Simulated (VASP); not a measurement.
# Li4BH (P-3m1) in VASP: a series of runs

Li4BH is run at these levels: PBE; tasks: single point, relaxation of cell and atoms.

All numbers are computed with VASP 6.6.1; they aren't measurements. Logs are shortened: lines on timing, memory, paths and dates and some standing lists are left out, and cuts for length are marked.

## Step 1: The cell of the first run

Symmetry: P-3m1, No. 164, trigonal system. Conventional cell: a = 2.682 Å, b = 2.682 Å, c = 11.163 Å, α = 90.00°, β = 90.00°, γ = 120.00°. Li (site symmetry 3m) has 3 B at 2.33 Å and 9 Li at 2.68 to 3.08 Å within 3.1 Å. Li (site symmetry 3m) has 3 H at 1.95 Å and 6 Li at 2.68 Å within 2.7 Å. Within 3.1 Å of B (site symmetry -3m) lie 6 Li at 2.33 Å and 6 B at 2.68 Å. H (site symmetry -3m) has 6 Li at 1.95 Å and 6 H at 2.68 Å within 2.7 Å.

## Step 2: Single point, PBE

The input, INCAR:

```
ALGO = Normal ; EDIFF = 1E-6
ENCUT = 520 ; GGA = PE
ISIF = 2 ; ISMEAR = 0
LASPH = T ; LCHARG = F
LREAL = F ; LWAVE = F
NBANDS = 17 ; NELM = 100
PREC = Accurate ; SIGMA = 0.1
```

The input, KPOINTS:

```
k-points
0
Gamma
  18 18 4
```

The input, POSCAR:

```
Li4BH
1.0
    2.6824364071      0.0000000000      0.0000000000
   -1.3412182036      2.3230580726      0.0000000000
    0.0000000000      0.0000000000     11.1627112327
Li B H
4 1 1
Direct
    0.3333333333      0.6666666667      0.8443858180
    0.6666666667      0.3333333333      0.1556141820
    0.3333333333      0.6666666667      0.3945010910
    0.6666666667      0.3333333333      0.6054989090
    0.0000000000      0.0000000000      0.0000000000
    0.0000000000      0.0000000000      0.5000000000
```

Potentials or basis: VASP PAW PBE potentials, release 64 (Li_sv, B, H).

Started as:

```bash
$ cat potpaw_PBE.64/Li_sv/POTCAR potpaw_PBE.64/B/POTCAR potpaw_PBE.64/H/POTCAR > POTCAR
$ mpirun -np 1 vasp_std > vasp.out
```

OUTCAR:

```text
EDIFF = 1E-6
   ENCUT = 520
   GGA = PE
   ISIF = 2
   ISMEAR = 0
   LASPH = T
   LREAL = F
   NELM = 100
   PREC = Accurate

 ion  position               nearest neighbor table
   1  0.333  0.667  0.844-   5 2.33   5 2.33   5 2.33
   2  0.667  0.333  0.156-   5 2.33   5 2.33   5 2.33
   3  0.333  0.667  0.395-
   4  0.667  0.333  0.605-
   5  0.000  0.000  0.000-   1 2.33   2 2.33   2 2.33   1 2.33   2 2.33   1 2.33
   6  0.000  0.000  0.500-

  LATTYP: Found a hexagonal cell.
 ALAT       =     2.6824364071
 C/A-ratio  =     4.1614075932

  Lattice vectors:

 A1 = (   2.6824364071,   0.0000000000,   0.0000000000)
 A2 = (  -1.3412182036,   2.3230580726,   0.0000000000)
 A3 = (   0.0000000000,   0.0000000000,  11.1627112327)

Analysis of symmetry for initial positions (statically):
=====================================================================
 Subroutine PRICEL returns:
 Original cell was already a primitive cell.

 Routine SETGRP: Setting up the symmetry group for a
 hexagonal supercell.

 Subroutine GETGRP returns: Found 12 space group operations
 (whereof 12 operations were pure point group operations)
 out of a pool of 24 trial point group operations.

The static configuration has the point symmetry D_3d.

Analysis of symmetry for dynamics (positions and initial velocities):
=====================================================================
 Subroutine PRICEL returns:
 Original cell was already a primitive cell.

 Routine SETGRP: Setting up the symmetry group for a
 hexagonal supercell.

 Subroutine GETGRP returns: Found 12 space group operations
 (whereof 12 operations were pure point group operations)
 out of a pool of 24 trial point group operations.

The dynamic configuration has the point symmetry D_3d.

 Subroutine INISYM returns: Found 12 space group operations
 (whereof 12 operations are pure point group operations),
 and found     1 'primitive' translations

----------------------------------------------------------------------------------------

                                     Primitive cell

  volume of cell :      69.5599

  direct lattice vectors                    reciprocal lattice vectors
     2.682436407  0.000000000  0.000000000     0.372795417  0.215233535  0.000000000
    -1.341218204  2.323058073  0.000000000     0.000000000  0.430467069  0.000000000
[... 95 lines left out ...]
   EDIFFG = 0.1E-04   stopping-criterion for IOM
   NSW    =      0    number of steps for IOM
   IBRION =     -1    ionic relax: 0-MD 1-quasi-New 2-CG
   NFREE  =      0    steps in history (QN), initial steepest desc. (CG)
   ISIF   =      2    stress and relaxation
   ISYM   =      2    0-nonsym 1-usesym 2-fastsym
   POTIM  = 0.5000    time-step for ionic-motion
   TEBEG  =    0.0;   TEEND  =   0.0 temperature during run
   PSTRESS=    0.0 pullay stress
   NELECT =      16.0000    total number of electrons
   NUPDOWN=      -1.0000    fix difference up-down
   EMIN   =  10.00;   EMAX   =-10.00  energy-range for DOS
   EFERMI =   0.00;   METHOD = LEGACY
   ISMEAR =     0;   SIGMA  =   0.10  broadening in eV -4-tet -1-fermi 0-gaus
   EFERMI_NEDOS =   21; number of points for ismear=-14 and -15
   IALGO  =     38    algorithm
   IMIX   =      4    mixing-type and parameters
     AMIX     =   0.40;   BMIX     =  1.00
     AMIX_MAG =   1.60;   BMIX_MAG =  1.00
  volume/ion in A,a.u.               =      11.59        78.24
  Fermi-wavevector in a.u.,A,eV,Ry     =   1.003064  1.895515 13.689317  1.006136
  Thomas-Fermi vector in A             =   2.135591
   LORBIT       =      0    0 simple, 1 ext, 2 COOP (PROOUT), +10 PAW based schemes
   GGA     = PE    functional components
   LHFCALC =     F    Hartree Fock is set to
   AEXX    =    0.0000 exact exchange contribution
   IVDW    =     0    specifies the selected vdW correction
   LEPSILON=     F    determine dielectric tensor
   LRPA    =     F    only Hartree local field effects (RPA)
 non-spin polarized calculation
 Gauss-broadening in eV      SIGMA  =   0.10
  energy-cutoff  :      520.00
  volume of cell :       69.56
 maximum number of plane-waves:      1907
   NGX =  9   NGY =  9   NGZ = 41

 number of electron      15.9999978 magnetization

 Free energy of the ion-electron system (eV)
  ---------------------------------------------------
  ext. energy  EPLUGINS =         0.00000000
  ---------------------------------------------------
  free energy    TOTEN  =       -16.21544935 eV

  energy without entropy =      -16.20296357  energy(sigma->0) =      -16.20920646

 E-fermi :   2.0651     XC(G=0):  -8.4488

 val. band max:        2.0626204094   @ k =   0.5000   0.0000   0.5000
 cond. band min:       2.0781583549   @ k =   0.2778   0.2222   0.5000
 fundamental gap:      0.0155379455
 Fermi energy:         2.0650548948

 k-point     1 :       0.0000    0.0000    0.0000
  band No.  band energies     occupation
      1     -44.6878      2.00000
      2     -44.6615      2.00000
      3     -43.2697      2.00000
      4     -43.2687      2.00000
      5      -6.7475      2.00000
      6      -5.5677      2.00000
[... 457 lines left out ...]
      4     -43.2164      2.00000
      5      -2.4421      2.00000
      6      -2.2993      2.00000
[... 9 lines left out ...]
     16       9.3584      0.00000
     17      10.9453      0.00000

 [... further k-points ...]

------------------------ aborting loop because EDIFF is reached ----------------------------------------

  FORCE on cell =-STRESS in cart. coord.  units (eV):
  Direction    XX          YY          ZZ          XY          YZ          ZX
  --------------------------------------------------------------------------------------
  -------------------------------------------------------------------------------------
  Total       -0.0393710     -0.0393710     -0.0412022      0.0000000      0.0000000      0.0000000
  in kB       -0.9068332     -0.9068332     -0.9490115      0.0000000      0.0000000      0.0000000
  external PRESSURE =      -0.9208927 kB  Pullay stress =       0.0000000 kB

 VOLUME and BASIS-vectors are now :
 -----------------------------------------------------------------------------
  energy-cutoff  :      520.00
  volume of cell :       69.56
      direct lattice vectors                 reciprocal lattice vectors
     2.682436407  0.000000000  0.000000000     0.372795417  0.215233535  0.000000000
    -1.341218204  2.323058073  0.000000000     0.000000000  0.430467069  0.000000000
     0.000000000  0.000000000 11.162711233     0.000000000  0.000000000  0.089583971

 POSITION                                       TOTAL-FORCE (eV/Angst)
 -----------------------------------------------------------------------------------
     -0.00000      1.54871      9.42564        -0.000000      0.000000      0.000346
      1.34122      0.77435      1.73708         0.000000      0.000000     -0.000346
     -0.00000      1.54871      4.40370        -0.000000      0.000000      0.002737
      1.34122      0.77435      6.75901         0.000000     -0.000000     -0.002737
      0.00000      0.00000      0.00000        -0.000000      0.000000      0.000000
      0.00000      0.00000      5.58136        -0.000000      0.000000      0.000000
 -----------------------------------------------------------------------------------
    total drift:                               -0.000000      0.000000      0.000000

  FREE ENERGIE OF THE ION-ELECTRON SYSTEM (eV)
  ---------------------------------------------------
  free  energy   TOTEN  =       -16.2154493516 eV

  energy  without entropy=      -16.2029635653  energy(sigma->0) =      -16.20920646
```

OSZICAR:

```text
N       E                     dE             d eps       ncg     rms          rms(c)
DAV:   1     0.664369783144E+02    0.66437E+02   -0.68308E+03  4692   0.979E+02
DAV:   2    -0.255819650888E+01   -0.68995E+02   -0.64207E+02  5811   0.229E+02
DAV:   3    -0.166749331525E+02   -0.14117E+02   -0.13900E+02  9000   0.538E+01
DAV:   4    -0.169675492392E+02   -0.29262E+00   -0.29231E+00  6152   0.137E+01
DAV:   5    -0.169783118032E+02   -0.10763E-01   -0.10761E-01  7817   0.180E+00    0.401E+00
DAV:   6    -0.164862617636E+02    0.49205E+00   -0.66551E-01  6205   0.381E+00    0.222E+00
DAV:   7    -0.162569651973E+02    0.22930E+00   -0.32808E-01  6103   0.205E+00    0.120E+00
DAV:   8    -0.162129754373E+02    0.43990E-01   -0.68936E-02  6249   0.114E+00    0.283E-01
DAV:   9    -0.162149453735E+02   -0.19699E-02   -0.16028E-02  7124   0.480E-01    0.158E-01
DAV:  10    -0.162153859732E+02   -0.44060E-03   -0.99102E-04  6597   0.146E-01    0.524E-02
DAV:  11    -0.162154525656E+02   -0.66592E-04   -0.13822E-04  6890   0.634E-02    0.116E-02
DAV:  12    -0.162154506939E+02    0.18717E-05   -0.74196E-06  6471   0.140E-02    0.393E-03
DAV:  13    -0.162154494141E+02    0.12798E-05   -0.67951E-07  4713   0.538E-03    0.108E-03
DAV:  14    -0.162154493516E+02    0.62481E-07   -0.16507E-07  3096   0.261E-03
   1 F= -.16215449E+02 E0= -.16209206E+02  d E =-.124858E-01
```

Wall time 62 s (1 thread of Intel Xeon 6975P-C (Granite Rapids), shared host); peak memory 0.26 GiB.

What came out:

```yaml
Free_energy: -16.2154 eV
Band_gap_on_the_k_mesh: zero (bands 8 and 9 overlap by 2.49 eV)
```

Forces in eV/Å, atoms in the order of the input:
```
Li   0.000  0.000  0.000
Li   0.000  0.000  0.000
Li   0.000  0.000  0.003
Li   0.000  0.000 -0.003
B    0.000  0.000  0.000
H    0.000  0.000  0.000
```

Levels at points of the mesh, in eV from the Fermi level:
| k point | band 5 | band 6 | band 7 | band 8 | band 9 | band 10 | band 11 | band 12 |
| --- | --- | --- | --- | --- | --- | --- | --- | --- |
| (0.00, 0.00, 0.00) | -8.81 | -7.63 | -3.36 | -2.26 | -1.79 | 3.56 | 4.74 | 7.34 |
| (0.50, 0.00, 0.00) | -4.47 | -3.82 | -2.91 | -0.09 | 0.51 | 2.83 | 3.41 | 3.89 |
| (0.00, 0.00, 0.50) | -8.81 | -7.63 | -3.20 | -2.73 | -1.38 | 2.85 | 6.12 | 7.34 |
| (0.50, 0.00, 0.50) | -4.47 | -3.82 | -2.91 | 0.00 | 0.38 | 2.77 | 3.43 | 4.17 |

Caveat: the cutoff is under 1.25 times the usual one of these potentials, so pressure, stress and relaxed cells hold a basis-set (Pulay) error.

(Continued in part 2 of 2.)
